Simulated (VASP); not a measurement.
# LiCl (Fm-3m) in VASP: G0W0 quasiparticle levels with PBE

Aim: the G0W0 quasiparticle levels of LiCl with PBE.

Everything below comes from runs of VASP 6.6.1. Logs are shortened: lines on timing, memory, paths and dates and some standing lists are left out, and cuts for length are marked.

## 1. The cell of the first run

It takes space group Fm-3m (No. 225, cubic). Conventional cell: a = 5.112 Å, b = 5.112 Å, c = 5.112 Å, α = 90.00°, β = 90.00°, γ = 90.00°. Li (site symmetry m-3m) has 6 Cl at 2.56 Å within 3.4 Å. Within 3.4 Å of Cl (site symmetry m-3m) lie 6 Li at 2.56 Å.

## 2. G0W0 quasiparticle levels, PBE

POSCAR reads:

```
LiCl
1.0
    0.0000000000      2.5560362741      2.5560362741
    2.5560362741      0.0000000000      2.5560362741
    2.5560362741      2.5560362741      0.0000000000
Li Cl
1 1
Direct
    0.0000000000      0.0000000000      0.0000000000
    0.5000000000      0.5000000000      0.5000000000
```

INCAR.step1 reads:

```
SYSTEM = LiCl
PREC = Accurate
ENCUT = 500
EDIFF = 1E-8
ISMEAR = 0
SIGMA = 0.01
LREAL = .FALSE.
LASPH = .TRUE.
NELM = 60
ALGO = Normal
LWAVE = .TRUE.
LCHARG = .FALSE.
GGA = PE
```

INCAR.step2 reads:

```
SYSTEM = LiCl
PREC = Accurate
ENCUT = 500
EDIFF = 1E-8
ISMEAR = 0
SIGMA = 0.01
LREAL = .FALSE.
LASPH = .TRUE.
NELM = 1
ALGO = Exact
LWAVE = .TRUE.
LCHARG = .FALSE.
GGA = PE
NBANDS = 103
LOPTICS = .TRUE.
ISTART = 1
```

INCAR.step3 reads:

```
SYSTEM = LiCl
PREC = Accurate
ENCUT = 500
EDIFF = 1E-8
ISMEAR = 0
SIGMA = 0.01
LREAL = .FALSE.
LASPH = .TRUE.
ALGO = EVGW0
LWAVE = .FALSE.
LCHARG = .FALSE.
GGA = PE
NELMGW = 1
NBANDS = 103
ENCUTGW = 120.0
NOMEGA = 96
PRECFOCK = Fast
ISTART = 1
NBANDSGW = 12
OMEGAMAX = 20
```

KPOINTS reads:

```
regular mesh
0
G
  6 6 6
  0 0 0
```

Potentials or basis: VASP PAW PBE potentials, release 64 (Li_GW, Cl_GW).

Started as:

```console
$ cat potpaw_PBE.64/Li_GW/POTCAR potpaw_PBE.64/Cl_GW/POTCAR > POTCAR
$ cp INCAR.step1 INCAR
$ mpirun -np 1 vasp_std > vasp.out
$ cp INCAR.step2 INCAR
$ mpirun -np 1 vasp_std > vasp.out
$ cp INCAR.step3 INCAR
$ mpirun -np 1 vasp_std > vasp.out
```

OUTCAR:

```text
SYSTEM = LiCl
   PREC = Accurate
   ENCUT = 500
   EDIFF = 1E-8
   ISMEAR = 0
   LREAL = .FALSE.
   LASPH = .TRUE.
   GGA = PE
   NELMGW = 1
   ENCUTGW = 120.0
   PRECFOCK = Fast
   ISTART = 1

 ion  position               nearest neighbor table
   1  0.000  0.000  0.000-   2 2.56   2 2.56   2 2.56   2 2.56   2 2.56   2 2.56
   2  0.500  0.500  0.500-   1 2.56   1 2.56   1 2.56   1 2.56   1 2.56   1 2.56

  LATTYP: Found a face centered cubic cell.
 ALAT       =     5.1120725482

  Lattice vectors:

 A1 = (   0.0000000000,   2.5560362741,   2.5560362741)
 A2 = (   2.5560362741,   0.0000000000,   2.5560362741)
 A3 = (   2.5560362741,   2.5560362741,   0.0000000000)

Analysis of symmetry for initial positions (statically):
=====================================================================
 Subroutine PRICEL returns:
 Original cell was already a primitive cell.

 Routine SETGRP: Setting up the symmetry group for a
 face centered cubic supercell.

 Subroutine GETGRP returns: Found 48 space group operations
 (whereof 48 operations were pure point group operations)
 out of a pool of 48 trial point group operations.

The static configuration has the point symmetry O_h .

Analysis of symmetry for dynamics (positions and initial velocities):
=====================================================================
 Subroutine PRICEL returns:
 Original cell was already a primitive cell.

 Routine SETGRP: Setting up the symmetry group for a
 face centered cubic supercell.

 Subroutine GETGRP returns: Found 48 space group operations
 (whereof 48 operations were pure point group operations)
 out of a pool of 48 trial point group operations.

The dynamic configuration has the point symmetry O_h .

 Subroutine INISYM returns: Found 48 space group operations
 (whereof 48 operations are pure point group operations),
 and found     1 'primitive' translations

----------------------------------------------------------------------------------------

                                     Primitive cell

  volume of cell :      33.3988

  direct lattice vectors                    reciprocal lattice vectors
     0.000000000  2.556036274  2.556036274    -0.195615377  0.195615377  0.195615377
     2.556036274  0.000000000  2.556036274     0.195615377 -0.195615377  0.195615377
     2.556036274  2.556036274  0.000000000     0.195615377  0.195615377 -0.195615377

  length of vectors
     3.614781165  3.614781165  3.614781165     0.338815772  0.338815772  0.338815772

  position of ions in fractional coordinates (direct lattice)
     0.000000000  0.000000000  0.000000000
     0.500000000  0.500000000  0.500000000

  ion indices of the primitive-cell ions
   primitive index   ion index
                 1           1
                 2           2

----------------------------------------------------------------------------------------

 KPOINTS: regular mesh

Automatic generation of k-mesh.
 Grid dimensions read from file:
 generate k-points for:    6    6    6

 Generating k-lattice:

  Cartesian coordinates                     Fractional coordinates (reciprocal lattice)
    -0.032602563  0.032602563  0.032602563     0.166666667  0.000000000  0.000000000
     0.032602563 -0.032602563  0.032602563     0.000000000  0.166666667  0.000000000
     0.032602563  0.032602563 -0.032602563     0.000000000  0.000000000  0.166666667

  Length of vectors
     0.056469295  0.056469295  0.056469295

  Shift w.r.t. Gamma in fractional coordinates (k-lattice)
     0.000000000  0.000000000  0.000000000

 Subroutine IBZKPT returns following result:
 ===========================================

 Found     16 irreducible k-points:

 Following reciprocal coordinates:
            Coordinates               Weight
  0.000000  0.000000  0.000000      1.000000
  0.166667  0.000000  0.000000      8.000000
  0.333333  0.000000  0.000000      8.000000
  0.500000  0.000000  0.000000      4.000000
  0.166667  0.166667  0.000000      6.000000
  0.333333  0.166667  0.000000     24.000000
[... 8 lines left out ...]
 -0.333333  0.333333  0.166667     24.000000
 -0.333333  0.500000  0.166667     12.000000
   k-points           NKPTS =     16   k-points in BZ     NKDIM =    216   number of bands    NBANDS=    103
   number of dos      NEDOS =    301   number of ions     NIONS =      2
   total plane-waves  NPLWV =  21952
   dimension x,y,z NGX =    28 NGY =   28 NGZ =   28
   dimension x,y,z NGXF=    56 NGYF=   56 NGZF=   56
   ions per type =               1   1
   NGX,Y,Z   is equivalent  to a cutoff of  12.88, 12.88, 12.88 a.u.
   NGXF,Y,Z  is equivalent  to a cutoff of  25.75, 25.75, 25.75 a.u.
 SYSTEM =  LiCl
   PREC   = accura    normal or accurate (medium, high low for compatibility)
   ISTART =      1    job   : 0-new  1-cont  2-samecut
   ICHARG =      0    charge: 1-file 2-atom 10-const
   ISPIN  =      1    spin polarized calculation?
   LNONCOLLINEAR =      F non collinear calculations
   LSORBIT =      F    spin-orbit coupling
   LASPH  =      T    aspherical Exc in radial PAW
   ENCUT  =  500.0 eV  36.75 Ry    6.06 a.u.   6.59  6.59  6.59*2*pi/ulx,y,z
   NELM   =     60;   NELMIN=  2; NELMDL=  0     # of ELM steps
   EDIFF  = 0.1E-07   stopping-criterion for ELM
   LREAL  =      F    real-space projection
   EDIFFG = 0.1E-06   stopping-criterion for IOM
   NSW    =      0    number of steps for IOM
   IBRION =     -1    ionic relax: 0-MD 1-quasi-New 2-CG
   NFREE  =      0    steps in history (QN), initial steepest desc. (CG)
   ISIF   =      0    stress and relaxation
   ISYM   =      3    0-nonsym 1-usesym 2-fastsym
   POTIM  = 0.5000    time-step for ionic-motion
   TEBEG  =    0.0;   TEEND  =   0.0 temperature during run
   PSTRESS=    0.0 pullay stress
   NELECT =       8.0000    total number of electrons
   NUPDOWN=      -1.0000    fix difference up-down
   EMIN   =  10.00;   EMAX   =-10.00  energy-range for DOS
   EFERMI =   0.00;   METHOD = LEGACY
   ISMEAR =     0;   SIGMA  =   0.01  broadening in eV -4-tet -1-fermi 0-gaus
   EFERMI_NEDOS =   21; number of points for ismear=-14 and -15
   IALGO  =     38    algorithm
   IMIX   =      4    mixing-type and parameters
     AMIX     =   0.40;   BMIX     =  1.00
     AMIX_MAG =   1.60;   BMIX_MAG =  1.00
  volume/ion in A,a.u.               =      16.70       112.69
  Fermi-wavevector in a.u.,A,eV,Ry     =   1.016704  1.921292 14.064163  1.033687
  Thomas-Fermi vector in A             =   2.150063
   LORBIT       =      0    0 simple, 1 ext, 2 COOP (PROOUT), +10 PAW based schemes
   GGA     = PE    functional components
   LHFCALC =     T    Hartree Fock is set to
   PRECFOCK=fast      Normal, Fast or Accurate (Low or Medium for compatibility)
   ENCUT4O =  -1.0   cutoff for four orbital integrals eV
   NKREDX  =     1    reduce k-point grid by
   NKREDY  =     1    reduce k-point grid by
   NKREDZ  =     1    reduce k-point grid by
   AEXX    =    1.0000 exact exchange contribution
   HFSCREEN=    0.0000 screening length (either q_TF or 0.3 A-1)
   HFSCREENC=   0.0000 screening length for correlation (either q_TF or 0.3 A-1)
   ENCUTFOCK=  -1.0 apply spherical cutoff to Coloumb kernel
   IVDW    =     0    specifies the selected vdW correction
   LEPSILON=     F    determine dielectric tensor
   LRPA    =     F    only Hartree local field effects (RPA)
   LRPAFORCE           =     F    calculate RPA forces
   ENCUTGW             = 120.0    cutoff for response function in eV
   ENCUTGWSOFT         =  96.0    soft cutoff for Coulomb kernel in GW response function in eV
   ENCUTLF             =  -1.0    cutoff for local field effects
   NELMGW              =     1    number of iterations in solving QP/BSE equation
   NELMHF              =     1    number of iterations in the inner HF iteration
   NKREDLFX            =     1    NKREDLFY  =   1   NKREDLFZ  =   1
 non-spin polarized calculation
 Gauss-broadening in eV      SIGMA  =   0.01
  energy-cutoff  :      500.00
  volume of cell :       33.40
 maximum number of plane-waves:       869
 NGX is ok and might be reduce to    28
  NGX = 16; NGY = 16; NGZ = 16
   NGX = 13   NGY = 13   NGZ = 13
 maximum number of plane-waves:       113
 NGX is ok and might be reduce to    14

 QP shifts <psi_nk| G(iteration)W_0 |psi_nk>: iteration 1
 for sc-GW calculations column KS-energies equals QP-energies in previous step
 and V_xc(KS)=  KS-energies - (<T + V_ion + V_H > + <T+V_H+V_ion>^1  + <V_x>^1)

 k-point   1 :       0.0000    0.0000    0.0000
  band No.  KS-energies  QP-energies   sigma(KS)   V_xc(KS)     V^pw_x(r,r')   Z            occupation Imag(sigma)

      1     -14.3304     -15.7064     -16.4643     -14.7361     -24.1366       0.7962       2.0000       1.5845
      2      -0.8844      -2.5189     -16.8042     -14.7574     -18.9240       0.7985       2.0000       0.0342
      3      -0.8844      -2.5189     -16.8042     -14.7574     -18.9240       0.7985       2.0000       0.0342
      4      -0.8844      -2.5189     -16.8042     -14.7574     -18.9240       0.7985       2.0000       0.0342
      5       5.4950       6.3424      -7.6031      -8.6107      -4.1704       0.8410       0.0000      -0.0428
      6      10.9119      12.1653      -8.0788      -9.5904      -4.2888       0.8292       0.0000      -0.0559
      7      10.9119      12.1653      -8.0788      -9.5904      -4.2888       0.8292       0.0000      -0.0559
      8      10.9119      12.1653      -8.0788      -9.5904      -4.2888       0.8292       0.0000      -0.0559
      9      13.4714      15.0468      -9.1504     -11.1128      -4.9027       0.8028       0.0000      -0.0789
     10      13.4714      15.0468      -9.1504     -11.1128      -4.9027       0.8028       0.0000      -0.0789
     11      13.7074      14.8213      -5.8820      -7.2871      -1.4347       0.7928       0.0000      -0.0983
     12      13.7074      14.8213      -5.8820      -7.2871      -1.4347       0.7928       0.0000      -0.0983

 k-point   2 :       0.1667    0.0000    0.0000
  band No.  KS-energies  QP-energies   sigma(KS)   V_xc(KS)     V^pw_x(r,r')   Z            occupation Imag(sigma)
[... 225 lines left out ...]
      1     -13.4962     -14.5143     -16.8973     -15.5184     -24.6054       0.7383       2.0000       1.2947
      2      -3.4566      -5.4290     -14.9192     -12.4011     -17.4512       0.7833       2.0000       0.0537
      3      -2.5677      -4.4374     -15.4782     -13.1111     -17.8463       0.7899       2.0000       0.0445
      4      -1.9755      -3.7756     -15.9718     -13.6970     -18.2526       0.7913       2.0000       0.0398
      5       7.8131       8.9581      -7.3632      -8.7326      -3.8472       0.8361       0.0000      -0.0476
      6       8.4705       9.5063      -7.9850      -9.2250      -4.4692       0.8353       0.0000      -0.0482
      7      10.4326      11.7562      -7.4312      -9.0412      -3.5132       0.8221       0.0000      -0.0625
      8      10.5654      11.8274      -8.8709     -10.4273      -4.8816       0.8108       0.0000      -0.0658
      9      14.0952      15.3199      -7.1999      -8.7642      -2.6843       0.7829       0.0000      -0.1062
     10      16.1584      17.5312      -8.4347     -10.2162      -3.6116       0.7706       0.0000      -0.1717
     11      17.1477      18.9910     -10.5641     -12.9425      -5.4375       0.7750       0.0000      -0.1947
     12      17.8209      19.2640      -9.6989     -11.5737      -4.4287       0.7697       0.0000      -0.3513
```

Wall time 3.7 min (1 thread of Intel Xeon 6975P-C (Granite Rapids), shared host); peak memory 0.57 GiB.

What came out:

```
Quasiparticle gap                                   : 8.86 eV
Least direct quasiparticle gap                      : 8.86 eV
Band gap of the starting levels on the mesh         : 6.38 eV
Least direct gap of the starting levels on the mesh : 6.38 eV
```

Caveat: bands, screening cutoff and mesh are small and nothing is extrapolated, so the quasiparticle values aren't converged.
